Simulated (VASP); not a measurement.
Hg, 3 atoms in the cell. Symmetry: P6/mmm, No. 191, hexagonal system. The conventional cell has a = 4.540 Å, b = 4.540 Å, c = 3.870 Å, α = 90.00°, β = 90.00°, γ = 120.00°. Hg (site symmetry -6m2) has 9 Hg at 2.62 to 3.26 Å within 3.5 Å. Within 4.3 Å of Hg (site symmetry 6/mmm) lie 14 Hg at 3.26 to 3.87 Å. 

```yaml
Program: VASP 6.6.1
Task: single point
Functional: PBE
Potentials_or_basis: VASP PAW PBE potentials, release 64 (Hg)
Cutoff: 520 eV
k_mesh: 12 × 12 × 10
Occupations: gaussian, width 0.05 eV
Spin: no spin polarisation
Dipole_correction: no
Further_INCAR_settings: ALGO = Normal; EDIFF = 1e-07; NBANDS = 25
```

Potentials or basis: VASP PAW PBE potentials, release 64 (Hg).

Launch:

```sh
$ cat potpaw_PBE.64/Hg/POTCAR > POTCAR
$ mpirun -np 1 vasp_std > vasp.out
```

Hardware: 1 thread of AMD EPYC 7R43 64-Core Processor (Zen 3) (shared host).

Question: Estimate the wall time of this run.

Answer: Run time: 3.8 min on 1 thread of AMD EPYC 7R43 64-Core Processor (Zen 3), on a shared host, peak memory 0.25 GiB. Counts: scf iterations 12, k points 114.
